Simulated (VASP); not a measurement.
# InGaTe3 (P6mm) in VASP: relaxation of cell and atoms with PBE

Aim: the relaxation of cell and atoms of InGaTe3 with PBE.

All numbers are computed with VASP 6.6.1; they aren't measurements. Logs are shortened: lines on timing, memory, paths and dates and some standing lists are left out, and cuts for length are marked.

## (1) The cell of the first run

It takes space group P6mm (No. 183, hexagonal). The conventional cell has a = 5.346 Å, b = 5.346 Å, c = 9.170 Å, α = 90.00°, β = 90.00°, γ = 120.00°. Within 3.6 Å of In (site symmetry 6mm) lie 1 Ga at 2.71 Å and 6 Te at 3.27 Å. Within 3.1 Å of Ga (site symmetry 6mm) lie 1 Te at 2.38 Å and 1 In at 2.71 Å. Within 4.1 Å of Te (site symmetry 3m) lie 3 Te at 3.09 Å and 3 In at 3.27 Å. Within 3.1 Å of Te (site symmetry 6mm) lie 1 Ga at 2.38 Å.

The cell was generated, and may not be a known phase.

## (2) Relaxation of cell and atoms, PBE

The input, INCAR:

```
SYSTEM = InGaTe3
PREC = Accurate
ENCUT = 600
EDIFF = 1E-6
ISMEAR = 0
SIGMA = 0.1
LREAL = .FALSE.
LASPH = .TRUE.
NELM = 60
ALGO = Normal
ISIF = 3
LWAVE = .FALSE.
LCHARG = .FALSE.
GGA = PE
IBRION = 2
NSW = 100
EDIFFG = -0.01
```

The input, KPOINTS:

```
Automatic mesh
0
G
  12 12 4
  0 0 0
```

The input, POSCAR:

```
InGaTe3
1.0
    5.3461452542      0.0000000000      0.0000000000
   -2.6730726271      4.6298976024      0.0000000000
    0.0000000000      0.0000000000      9.1704370880
In Ga Te
1 1 3
Direct
    0.0000000000      0.0000000000      0.4542339119
    0.0000000000      0.0000000000      0.1589188251
    0.3333333333      0.6666666667      0.5712506557
    0.6666666667      0.3333333333      0.5712506557
    0.0000000000      0.0000000000      0.8991931815
```

Potentials or basis: VASP PAW PBE potentials, release 64 (In_d, Ga_d, Te).

On the command line:

```
$ cat potpaw_PBE.64/In_d/POTCAR potpaw_PBE.64/Ga_d/POTCAR potpaw_PBE.64/Te/POTCAR > POTCAR
$ mpirun -np 1 vasp_std > vasp.out
```

OUTCAR:

```text
SYSTEM = InGaTe3
   PREC = Accurate
   ENCUT = 600
   EDIFF = 1E-6
   ISMEAR = 0
   LREAL = .FALSE.
   LASPH = .TRUE.
   NELM = 60
   ISIF = 3
   GGA = PE
   IBRION = 2
   NSW = 100
   EDIFFG = -0.01

 ion  position               nearest neighbor table
   1  0.000  0.000  0.454-   2 2.71   3 3.27   4 3.27   3 3.27   4 3.27   4 3.27   3 3.27
   2  0.000  0.000  0.159-   5 2.38   1 2.71
   3  0.333  0.667  0.571-   4 3.09   4 3.09   4 3.09   1 3.27   1 3.27   1 3.27
   4  0.667  0.333  0.571-   3 3.09   3 3.09   3 3.09   1 3.27   1 3.27   1 3.27
   5  0.000  0.000  0.899-   2 2.38

  LATTYP: Found a hexagonal cell.
 ALAT       =     5.3461452542
 C/A-ratio  =     1.7153363128

  Lattice vectors:

 A1 = (   5.3461452542,   0.0000000000,   0.0000000000)
 A2 = (  -2.6730726271,   4.6298976024,   0.0000000000)
 A3 = (   0.0000000000,   0.0000000000,   9.1704370880)

Analysis of symmetry for initial positions (statically):
=====================================================================
 Subroutine PRICEL returns:
 Original cell was already a primitive cell.

 Routine SETGRP: Setting up the symmetry group for a
 hexagonal supercell.

 Subroutine GETGRP returns: Found 12 space group operations
 (whereof 12 operations were pure point group operations)
 out of a pool of 24 trial point group operations.

The static configuration has the point symmetry C_6v.

Analysis of symmetry for dynamics (positions and initial velocities):
=====================================================================
 Subroutine PRICEL returns:
 Original cell was already a primitive cell.

 Routine SETGRP: Setting up the symmetry group for a
 hexagonal supercell.

 Subroutine GETGRP returns: Found 12 space group operations
 (whereof 12 operations were pure point group operations)
 out of a pool of 24 trial point group operations.

The dynamic configuration has the point symmetry C_6v.

 Subroutine INISYM returns: Found 12 space group operations
 (whereof 12 operations are pure point group operations),
 and found     1 'primitive' translations

----------------------------------------------------------------------------------------

                                     Primitive cell

  volume of cell :     226.9876

  direct lattice vectors                    reciprocal lattice vectors
     5.346145254  0.000000000  0.000000000     0.187050660  0.107993749  0.000000000
    -2.673072627  4.629897602  0.000000000     0.000000000  0.215987498  0.000000000
     0.000000000  0.000000000  9.170437088     0.000000000  0.000000000  0.109046056

  length of vectors
     5.346145254  5.346145254  9.170437088     0.215987498  0.215987498  0.109046056

  position of ions in fractional coordinates (direct lattice)
     0.000000000  0.000000000  0.454233912
     0.000000000  0.000000000  0.158918825
     0.333333333  0.666666667  0.571250656
     0.666666667  0.333333333  0.571250656
     0.000000000  0.000000000  0.899193182

  ion indices of the primitive-cell ions
   primitive index   ion index
                 1           1
                 2           2
                 3           3
                 4           4
                 5           5

----------------------------------------------------------------------------------------

 KPOINTS: Automatic mesh

Automatic generation of k-mesh.
 Grid dimensions read from file:
 generate k-points for:   12   12    4

 Generating k-lattice:

  Cartesian coordinates                     Fractional coordinates (reciprocal lattice)
     0.015587555  0.008999479  0.000000000     0.083333333  0.000000000  0.000000000
     0.000000000  0.017998958  0.000000000     0.000000000  0.083333333  0.000000000
     0.000000000  0.000000000  0.027261514     0.000000000  0.000000000  0.250000000

  Length of vectors
     0.017998958  0.017998958  0.027261514

  Shift w.r.t. Gamma in fractional coordinates (k-lattice)
     0.000000000  0.000000000  0.000000000

 Subroutine IBZKPT returns following result:
 ===========================================

 Found     57 irreducible k-points:

 Following reciprocal coordinates:
            Coordinates               Weight
  0.000000  0.000000  0.000000      1.000000
  0.083333  0.000000  0.000000      6.000000
  0.166667  0.000000  0.000000      6.000000
  0.250000  0.000000  0.000000      6.000000
  0.333333  0.000000  0.000000      6.000000
  0.416667  0.000000  0.000000      6.000000
[... 16 lines left out ...]
  0.250000  0.000000  0.250000     12.000000
  0.333333  0.000000  0.250000     12.000000
 [... further k-points ...]
   k-points           NKPTS =     57   k-points in BZ     NKDIM =     57   number of bands    NBANDS=     26
   number of dos      NEDOS =    301   number of ions     NIONS =      5
   total plane-waves  NPLWV = 184320
   dimension x,y,z NGX =    48 NGY =   48 NGZ =   80
   dimension x,y,z NGXF=    96 NGYF=   96 NGZF=  160
   ions per type =               1   1   3
   NGX,Y,Z   is equivalent  to a cutoff of  14.93, 14.93, 14.50 a.u.
   NGXF,Y,Z  is equivalent  to a cutoff of  29.85, 29.85, 29.01 a.u.
 SYSTEM =  InGaTe3
   PREC   = accura    normal or accurate (medium, high low for compatibility)
   ISTART =      0    job   : 0-new  1-cont  2-samecut
   ICHARG =      2    charge: 1-file 2-atom 10-const
   ISPIN  =      1    spin polarized calculation?
   LNONCOLLINEAR =      F non collinear calculations
   LSORBIT =      F    spin-orbit coupling
   LASPH  =      T    aspherical Exc in radial PAW
   ENCUT  =  600.0 eV  44.10 Ry    6.64 a.u.  10.68 10.68 18.32*2*pi/ulx,y,z
   NELM   =     60;   NELMIN=  2; NELMDL= -5     # of ELM steps
   EDIFF  = 0.1E-05   stopping-criterion for ELM
   LREAL  =      F    real-space projection
   EDIFFG = -.1E-01   stopping-criterion for IOM
   NSW    =    100    number of steps for IOM
   IBRION =      2    ionic relax: 0-MD 1-quasi-New 2-CG
   NFREE  =      1    steps in history (QN), initial steepest desc. (CG)
   ISIF   =      3    stress and relaxation
   ISYM   =      2    0-nonsym 1-usesym 2-fastsym
   POTIM  = 0.5000    time-step for ionic-motion
   TEBEG  =    0.0;   TEEND  =   0.0 temperature during run
   PSTRESS=    0.0 pullay stress
   NELECT =      44.0000    total number of electrons
   NUPDOWN=      -1.0000    fix difference up-down
   EMIN   =  10.00;   EMAX   =-10.00  energy-range for DOS
   EFERMI =   0.00;   METHOD = LEGACY
   ISMEAR =     0;   SIGMA  =   0.10  broadening in eV -4-tet -1-fermi 0-gaus
   EFERMI_NEDOS =   21; number of points for ismear=-14 and -15
   IALGO  =     38    algorithm
   IMIX   =      4    mixing-type and parameters
     AMIX     =   0.40;   BMIX     =  1.00
     AMIX_MAG =   1.60;   BMIX_MAG =  1.00
  volume/ion in A,a.u.               =      45.40       306.36
  Fermi-wavevector in a.u.,A,eV,Ry     =   0.947454  1.790429 12.213540  0.897670
  Thomas-Fermi vector in A             =   2.075549
   LORBIT       =      0    0 simple, 1 ext, 2 COOP (PROOUT), +10 PAW based schemes
   GGA     = PE    functional components
   LHFCALC =     F    Hartree Fock is set to
   AEXX    =    0.0000 exact exchange contribution
   IVDW    =     0    specifies the selected vdW correction
   LEPSILON=     F    determine dielectric tensor
   LRPA    =     F    only Hartree local field effects (RPA)
 conjugate gradient relaxation of ions
 non-spin polarized calculation
 Gauss-broadening in eV      SIGMA  =   0.10
  energy-cutoff  :      600.00
  volume of cell :      226.99
 maximum number of plane-waves:      7620
 NGX is ok and might be reduce to    48
   NGX = 21   NGY = 21   NGZ = 37

--------------------------------------- Ionic step        1  -------------------------------------------

 number of electron      44.0000007 magnetization

 Free energy of the ion-electron system (eV)
  ---------------------------------------------------
  ext. energy  EPLUGINS =         0.00000000
  ---------------------------------------------------
  free energy    TOTEN  =       -13.35907126 eV

  energy without entropy =      -13.34359113  energy(sigma->0) =      -13.35133120

------------------------ aborting loop because EDIFF is reached ----------------------------------------

  FORCE on cell =-STRESS in cart. coord.  units (eV):
  Direction    XX          YY          ZZ          XY          YZ          ZX
  --------------------------------------------------------------------------------------
  -------------------------------------------------------------------------------------
  Total       -0.0347051     -0.0347051     -0.3237086      0.0000000     -0.0000000      0.0000000
  in kB       -0.2449639     -0.2449639     -2.2848760      0.0000000     -0.0000000      0.0000000
  external PRESSURE =      -0.9249346 kB  Pullay stress =       0.0000000 kB
[... 98 lines left out ...]
  FREE ENERGIE OF THE ION-ELECTRON SYSTEM (eV)
  ---------------------------------------------------
  free  energy   TOTEN  =       -13.3616321457 eV

  energy  without entropy=      -13.3465757968  energy(sigma->0) =      -13.35410397

[... ionic steps 4 to 24 ...]

--------------------------------------- Ionic step       25  -------------------------------------------

 number of electron      44.0000008 magnetization

------------------------ aborting loop because EDIFF is reached ----------------------------------------

  FORCE on cell =-STRESS in cart. coord.  units (eV):
  Direction    XX          YY          ZZ          XY          YZ          ZX
  --------------------------------------------------------------------------------------
  -------------------------------------------------------------------------------------
  Total       -0.0183563     -0.0183563      0.0391502      0.0000000     -0.0000000     -0.0000000
  in kB       -0.1327982     -0.1327982      0.2832313      0.0000000     -0.0000000     -0.0000000
  external PRESSURE =       0.0058783 kB  Pullay stress =       0.0000000 kB
[... 63 lines left out ...]
  energy  without entropy=      -13.3546435449  energy(sigma->0) =      -13.36229874

--------------------------------------- Ionic step       27  -------------------------------------------

 number of electron      44.0000008 magnetization

 Free energy of the ion-electron system (eV)
  ---------------------------------------------------
  ext. energy  EPLUGINS =         0.00000000
  ---------------------------------------------------
  free energy    TOTEN  =       -13.36997888 eV

  energy without entropy =      -13.35468346  energy(sigma->0) =      -13.36233117

 E-fermi :   1.9942     XC(G=0):  -7.3948

 val. band max:        1.9669580103   @ k =   0.3333   0.3333   0.2500
 cond. band min:       2.0119241629   @ k =   0.1667   0.0833   0.5000
 fundamental gap:      0.0449661526
 Fermi energy:         1.9942493670

 k-point     1 :       0.0000    0.0000    0.0000
  band No.  band energies     occupation
      1     -12.9022      2.00000
      2     -12.7708      2.00000
      3     -12.7708      2.00000
      4     -12.7250      2.00000
      5     -12.7250      2.00000
      6     -12.5054      2.00000
[... 685 lines left out ...]
     25       4.0273      0.00000
     26       4.5126      0.00000

 [... further k-points ...]

------------------------ aborting loop because EDIFF is reached ----------------------------------------

  FORCE on cell =-STRESS in cart. coord.  units (eV):
  Direction    XX          YY          ZZ          XY          YZ          ZX
  --------------------------------------------------------------------------------------
  -------------------------------------------------------------------------------------
  Total       -0.0166690     -0.0166690      0.0373916     -0.0000000      0.0000000      0.0000000
  in kB       -0.1205812     -0.1205812      0.2704855     -0.0000000      0.0000000      0.0000000
  external PRESSURE =       0.0097743 kB  Pullay stress =       0.0000000 kB
[... 20 lines left out ...]
  FREE ENERGIE OF THE ION-ELECTRON SYSTEM (eV)
  ---------------------------------------------------
  free  energy   TOTEN  =       -13.3699788764 eV

  energy  without entropy=      -13.3546834591  energy(sigma->0) =      -13.36233117

 reached required accuracy - stopping structural energy minimisation
```

Run time: 1.7 h. Hardware: 1 thread of Intel Xeon Platinum 8259CL at 2.50GHz (Skylake/Cascade Lake), shared host; peak memory 0.8 GiB.

What came out:

| Quantity | Value |
| --- | --- |
| Free energy | -13.3700 eV |
| Relaxed volume | 44.30 Å³/atom |
| Relaxed cell | a = 5.380 Å, b = 5.380 Å, c = 8.835 Å, α = 90.00°, β = 90.00°, γ = 120.00° |
| Space group after relaxing (to 0.1 Å) | P6mm (No. 183) |
| Energy gained by relaxing | 2.2 meV/atom |
| Ionic steps | 27 |
| Pressure after relaxing | 0.0 GPa |
| Largest force after relaxing | 0.009 eV/Å |
| Band gap on the k mesh | zero (bands 22 and 23 overlap by 0.71 eV) |

Forces on the atoms (eV/Å):
```
In   0.000  0.000 -0.009
Ga   0.000  0.000 -0.008
Te   0.000  0.000  0.007
Te   0.000  0.000  0.007
Te   0.000  0.000  0.004
```

The path:
```csv
step,energy change (eV),largest force (eV/Å),pressure (GPa),volume (Å³)
1,0.0000,0.0782,-0.09,226.99
2,-0.0014,0.0825,-0.05,226.13
3,-0.0026,0.1507,0.13,223.55
4,-0.0027,0.1330,0.12,224.12
5,-0.0036,0.1312,0.08,224.08
6,-0.0054,0.1667,0.02,223.95
7,-0.0056,0.3506,-0.11,223.70
8,-0.0061,0.2683,-0.04,223.82
9,-0.0069,0.2355,-0.05,223.72
10,-0.0087,0.1377,-0.03,223.43
11,-0.0094,0.1036,0.02,222.84
12,-0.0096,0.0616,0.00,223.03
13,-0.0097,0.0455,-0.01,222.98
14,-0.0099,0.0251,-0.03,222.89
15,-0.0099,0.0254,-0.03,222.87
16,-0.0100,0.0255,0.00,222.69
17,-0.0101,0.0275,0.01,222.33
18,-0.0101,0.0425,0.06,221.59
19,-0.0102,0.0391,0.09,221.55
20,-0.0103,0.0317,0.08,221.41
21,-0.0105,0.0225,0.07,221.14
22,-0.0105,0.0596,0.07,220.60
23,-0.0106,0.0393,0.07,220.84
24,-0.0108,0.0288,0.04,221.12
25,-0.0109,0.0158,0.00,221.46
26,-0.0109,0.0146,0.00,221.48
27,-0.0109,0.0091,0.00,221.48
```

Final structure:
```xyz
5
Lattice="5.3801 0.0000 0.0000 -2.6901 4.6593 0.0000 0.0000 0.0000 8.8355" Properties=species:S:1:pos:R:3 pbc="T T T"
In    0.0000    0.0000    4.1063
Ga    0.0000    0.0000    1.3988
Te    0.0000    3.1062    5.0585
Te    2.6900    1.5531    5.0585
Te    0.0000    0.0000    7.8347
```

Levels at points of the mesh, in eV from the Fermi level:
```tsv
k point	band 18	band 19	band 20	band 21	band 22	band 23	band 24	band 25	band 26
(0.00, 0.00, 0.00)	-2.14	-1.66	-1.66	-0.08	-0.08	0.26	0.33	2.70	2.70
(0.50, 0.00, 0.00)	-1.23	-0.94	-0.89	-0.38	0.46	1.06	1.62	1.99	2.29
(0.00, 0.00, 0.50)	-1.61	-1.61	-1.48	-0.87	-0.24	-0.24	0.33	3.16	3.16
(0.50, 0.00, 0.50)	-2.45	-0.68	-0.51	-0.46	0.39	0.74	1.62	1.71	2.30
```

Caveat: spin-orbit coupling is left out, which moves the levels of the heavy elements.

The gap in the log of VASP goes by the Fermi energy; the results here count the filled bands.